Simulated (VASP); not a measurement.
# MgO in VASP: settings compared

Aim: see how the results for MgO move with the level of theory and the settings. Levels: r2SCAN, PBE. Tasks: single point.

Program: VASP 6.6.1. These are calculated values, not measurements. Logs are shortened: lines on timing, memory, paths and dates and some standing lists are left out, and cuts for length are marked.

### Step 1. The cell of the first run

The structure is orthorhombic, space group Immm (No. 71). Conventional cell: a = 2.899 Å, b = 3.047 Å, c = 4.204 Å, α = 90.00°, β = 90.00°, γ = 90.00°. Mg (site symmetry mmm) has 6 O at 2.10 Å within 2.8 Å. O (site symmetry mmm) has 6 Mg at 2.10 Å within 2.8 Å.

### Step 2. Single point, r2SCAN (shear xy strain -5.0%)

Input file POSCAR:

```
MgO
1.0
   -0.0525541854      2.1021674158      2.1021674158
    2.1021674158     -0.0525541854      2.1021674158
    2.0496132304      2.0496132304      0.0000000000
Mg O
1 1
Direct
    0.0000000000      0.0000000000      0.0000000000
    0.5000000000      0.5000000000      0.5000000000
```

Input file INCAR.step1:

```
SYSTEM = MgO
  PREC = Accurate
  ENCUT = 520
  ISMEAR = 0
  SIGMA = 0.01
  LREAL = .False.
  LASPH = .True.
  NELM = 80
  NBANDS = 11
  GGA = PE
  ALGO = Normal
  EDIFF = 1E-4
  LWAVE = .True.
  LCHARG = .False.
```

Input file INCAR.step2:

```
SYSTEM = MgO
  PREC = Accurate
  ENCUT = 520
  EDIFF = 1E-6
  ISMEAR = 0
  SIGMA = 0.01
  LREAL = .False.
  LASPH = .True.
  NELM = 80
  ALGO = Normal
  ISIF = 2
  LWAVE = .False.
  LCHARG = .False.
  METAGGA = R2SCAN
  LMIXTAU = .True.
  NBANDS = 11
  ISTART = 1
```

Input file KPOINTS:

```
Automatic mesh
0
Gamma
  10 10 10
  0 0 0
```

Potentials or basis: VASP PAW PBE potentials, release 64 (Mg, O).

On the command line:

```sh
cat potpaw_PBE.64/Mg/POTCAR potpaw_PBE.64/O/POTCAR > POTCAR
cp INCAR.step1 INCAR
mpirun -np 1 vasp_std > vasp.out
cp INCAR.step2 INCAR
mpirun -np 1 vasp_std > vasp.out
```

OUTCAR:

```text
SYSTEM = MgO
   PREC = Accurate
   ENCUT = 520
   EDIFF = 1E-6
   ISMEAR = 0
   LREAL = .False.
   LASPH = .True.
   NELM = 80
   ISIF = 2
   METAGGA = R2SCAN
   ISTART = 1

 ion  position               nearest neighbor table
   1  0.000  0.000  0.000-   2 2.10   2 2.10   2 2.10   2 2.10   2 2.10   2 2.10
   2  0.500  0.500  0.500-   1 2.10   1 2.10   1 2.10   1 2.10   1 2.10   1 2.10

  LATTYP: Found a body centered orthorhombic cell.
 ALAT       =     2.8985908281
 B/A-ratio  =     1.0512820513
 C/A-ratio  =     1.4504754486

  Lattice vectors:

 A1 = (   0.0525541854,  -2.1021674158,  -2.1021674158)
 A2 = (  -0.0525541854,   2.1021674158,  -2.1021674158)
 A3 = (   2.1021674158,  -0.0525541854,   2.1021674158)

Analysis of symmetry for initial positions (statically):
=====================================================================
 Subroutine PRICEL returns:
 Original cell was already a primitive cell.

 Routine SETGRP: Setting up the symmetry group for a
 body centered orthorhombic supercell.

 Subroutine GETGRP returns: Found  8 space group operations
 (whereof  8 operations were pure point group operations)
 out of a pool of  8 trial point group operations.

The static configuration has the point symmetry D_2h.

Analysis of symmetry for dynamics (positions and initial velocities):
=====================================================================
 Subroutine PRICEL returns:
 Original cell was already a primitive cell.

 Routine SETGRP: Setting up the symmetry group for a
 body centered orthorhombic supercell.

 Subroutine GETGRP returns: Found  8 space group operations
 (whereof  8 operations were pure point group operations)
 out of a pool of  8 trial point group operations.

The dynamic configuration has the point symmetry D_2h.

 Subroutine INISYM returns: Found  8 space group operations
 (whereof  8 operations are pure point group operations),
 and found     1 'primitive' translations

----------------------------------------------------------------------------------------

                                     Primitive cell

  volume of cell :      18.5678

  direct lattice vectors                    reciprocal lattice vectors
    -0.052554185  2.102167416  2.102167416    -0.232048539  0.232048539  0.237849753
     2.102167416 -0.052554185  2.102167416     0.232048539 -0.232048539  0.237849753
     2.049613230  2.049613230  0.000000000     0.243948464  0.243948464 -0.237849753

  length of vectors
     2.973378151  2.973378151  2.898590828     0.405296871  0.405296871  0.419039630

  position of ions in fractional coordinates (direct lattice)
[... 85 lines left out ...]
   ISIF   =      2    stress and relaxation
   ISYM   =      2    0-nonsym 1-usesym 2-fastsym
   POTIM  = 0.5000    time-step for ionic-motion
   TEBEG  =    0.0;   TEEND  =   0.0 temperature during run
   PSTRESS=    0.0 pullay stress
   NELECT =       8.0000    total number of electrons
   NUPDOWN=      -1.0000    fix difference up-down
   EMIN   =  10.00;   EMAX   =-10.00  energy-range for DOS
   EFERMI =   0.00;   METHOD = LEGACY
   ISMEAR =     0;   SIGMA  =   0.01  broadening in eV -4-tet -1-fermi 0-gaus
   EFERMI_NEDOS =   21; number of points for ismear=-14 and -15
   IALGO  =     38    algorithm
   IMIX   =      4    mixing-type and parameters
     AMIX     =   0.40;   BMIX     =  1.00
     AMIX_MAG =   1.60;   BMIX_MAG =  1.00
  volume/ion in A,a.u.               =       9.28        62.65
  Fermi-wavevector in a.u.,A,eV,Ry     =   1.236473  2.336596 20.801484  1.528866
  Thomas-Fermi vector in A             =   2.371080
   LORBIT       =      0    0 simple, 1 ext, 2 COOP (PROOUT), +10 PAW based schemes
   METAGGA = R2SCAN    functional components
   LHFCALC =     F    Hartree Fock is set to
   AEXX    =    0.0000 exact exchange contribution
   IVDW    =     0    specifies the selected vdW correction
   LEPSILON=     F    determine dielectric tensor
   LRPA    =     F    only Hartree local field effects (RPA)
 non-spin polarized calculation
 Gauss-broadening in eV      SIGMA  =   0.01
  energy-cutoff  :      520.00
  volume of cell :       18.57
 maximum number of plane-waves:       519
 NGX is ok and might be reduce to    24

 number of electron       8.0000001 magnetization

 Free energy of the ion-electron system (eV)
  ---------------------------------------------------
  ext. energy  EPLUGINS =         0.00000000
  ---------------------------------------------------
  free energy    TOTEN  =       -16.13826850 eV

  energy without entropy =      -16.13826850  energy(sigma->0) =      -16.13826850

 E-fermi :   3.1886     XC(G=0): -11.6274

 val. band max:        3.0286941919   @ k =   0.0000   0.0000   0.0000
 cond. band min:       8.4617187895   @ k =   0.0000   0.0000   0.0000
 fundamental gap:      5.4330245976
 Fermi energy:         3.1885661028

 k-point     1 :       0.0000    0.0000    0.0000
  band No.  band energies     occupation
      1     -15.4035      2.00000
      2       2.6442      2.00000
      3       2.8202      2.00000
      4       3.0287      2.00000
      5       8.4617      0.00000
      6      18.9640      0.00000
      7      19.7340      0.00000
      8      20.4632      0.00000
      9      23.8091      0.00000
     10      25.6384      0.00000
     11      25.6830      0.00000
[... 309 lines left out ...]
 k-point    24 :       0.4000    0.3000    0.0000
  band No.  band energies     occupation
      1     -14.1914      2.00000
      2      -0.7983      2.00000
      3       1.2688      2.00000
      4       2.0091      2.00000
      5      13.4100      0.00000
      6      13.9943      0.00000
      7      17.7038      0.00000
      8      22.0862      0.00000
      9      22.9468      0.00000
     10      29.3194      0.00000
     11      31.3631      0.00000

 [... further k-points ...]
[... 5 lines left out ...]
  --------------------------------------------------------------------------------------
  -------------------------------------------------------------------------------------
  Total       -0.0962073     -0.0962073     -0.1608434      0.9171891      0.0000000      0.0000000
  in kB       -8.3015356     -8.3015356    -13.8788522     79.1423812      0.0000000      0.0000000
  external PRESSURE =     -10.1606411 kB  Pullay stress =       0.0000000 kB

 VOLUME and BASIS-vectors are now :
 -----------------------------------------------------------------------------
  energy-cutoff  :      520.00
  volume of cell :       18.57
      direct lattice vectors                 reciprocal lattice vectors
    -0.052554185  2.102167416  2.102167416    -0.232048539  0.232048539  0.237849753
     2.102167416 -0.052554185  2.102167416     0.232048539 -0.232048539  0.237849753
     2.049613230  2.049613230  0.000000000     0.243948464  0.243948464 -0.237849753

 POSITION                                       TOTAL-FORCE (eV/Angst)
 -----------------------------------------------------------------------------------
      0.00000      0.00000      0.00000         0.000000     -0.000000      0.000000
      2.04961      2.04961      2.10217         0.000000      0.000000     -0.000000
 -----------------------------------------------------------------------------------
    total drift:                               -0.000000     -0.000000      0.000000

  FREE ENERGIE OF THE ION-ELECTRON SYSTEM (eV)
  ---------------------------------------------------
  free  energy   TOTEN  =       -16.1382685008 eV

  energy  without entropy=      -16.1382685008  energy(sigma->0) =      -16.13826850
```

OSZICAR.step1:

```text
N       E                     dE             d eps       ncg     rms          rms(c)
DAV:   1     0.116283071763E+02    0.11628E+02   -0.46729E+03  4450   0.650E+02
DAV:   2    -0.129367745166E+02   -0.24565E+02   -0.23943E+02  4345   0.131E+02
DAV:   3    -0.134440941810E+02   -0.50732E+00   -0.50700E+00  4545   0.159E+01
DAV:   4    -0.134452919217E+02   -0.11977E-02   -0.11977E-02  4134   0.886E-01
DAV:   5    -0.134452957740E+02   -0.38523E-05   -0.38522E-05  4266   0.492E-02    0.723E+00
DAV:   6    -0.118980322719E+02    0.15473E+01   -0.87271E+00  3972   0.163E+01    0.221E+00
DAV:   7    -0.118864239034E+02    0.11608E-01   -0.55893E-02  4173   0.210E+00    0.134E+00
DAV:   8    -0.118811051902E+02    0.53187E-02   -0.27689E-02  3990   0.187E+00    0.238E-01
DAV:   9    -0.118807083499E+02    0.39684E-03   -0.65449E-04  4368   0.176E-01    0.129E-01
DAV:  10    -0.118807014584E+02    0.68915E-05   -0.49111E-04  3996   0.163E-01
   1 F= -.11880701E+02 E0= -.11880701E+02  d E =-.280515E-68
```

It took 61 s on 1 thread of Intel Xeon Platinum 8559C (Emerald Rapids), shared host; peak memory 0.17 GiB.

What came out:

```
Free energy            : -16.1383 eV
Pressure               : -1.0 GPa
Band gap on the k mesh : 5.43 eV, direct
```

Caveat: the cell differs from its parent crystal (shear xy strain -5.0%); the PAW data sets were made with another functional, which shifts forces and pressure a little.

### Step 3. Single point, PBE

This run uses another cell than the first one, of the same volume but with other edges.

Input file INCAR:

```
ALGO     = Normal         # electronic algorithm
EDIFF    = 1E-6           # SCF threshold, eV
ENCUT    = 520            # plane-wave cutoff, eV
GGA      = PE             # functional
ISIF     = 2              # what is computed and relaxed
ISMEAR   = 0              # smearing method
LASPH    = T              # aspherical terms in the spheres
LCHARG   = F              # write CHGCAR
LREAL    = F              # projectors in reciprocal space
LWAVE    = F              # write WAVECAR
NBANDS   = 11             # bands
NELM     = 60             # most SCF steps
PREC     = Accurate       # precision mode
SIGMA    = 0.01           # smearing width, eV
```

Input file KPOINTS:

```
k-points
0
Gamma
  6 6 6
```

Input file POSCAR:

```
MgO
1.0
    0.0000000000      2.1021674167      2.1021674167
    2.1021674167      0.0000000000      2.1021674167
    2.1021674167      2.1021674167      0.0000000000
Mg O
1 1
Direct
    0.0000000000      0.0000000000      0.0000000000
    0.5000000000      0.5000000000      0.5000000000
```

Potentials or basis: VASP PAW PBE potentials, release 64 (Mg, O).

On the command line:

```sh
cat potpaw_PBE.64/Mg/POTCAR potpaw_PBE.64/O/POTCAR > POTCAR
mpirun -np 1 vasp_std > vasp.out
```

Run time: 5.9 s. Hardware: 1 thread of AMD EPYC 7R43 (Zen 3), shared host; peak memory 0.1 GiB.

The run converged. Its results:

```yaml
Free_energy: -11.9022 eV
Pressure: 4.9 GPa
Band_gap_on_the_k_mesh: 4.78 eV, direct
```

Levels at points of the mesh, in eV from the valence-band top:
```
           k point  band 1  band 2  band 3  band 4  band 5  band 6  band 7  band 8  band 9
(0.00, 0.00, 0.00)  -17.29    0.00    0.00    0.00    4.78   15.83   15.83   15.83   19.76
(0.50, 0.00, 0.00)  -15.99   -4.64   -0.66   -0.66    7.93   12.67   16.37   16.37   20.97
(0.50, 0.50, 0.00)  -15.73   -4.11   -1.36   -1.36    9.13   10.03   13.16   19.06   19.06
```

Caveat: the k points lie up to 0.43 Å⁻¹ apart.
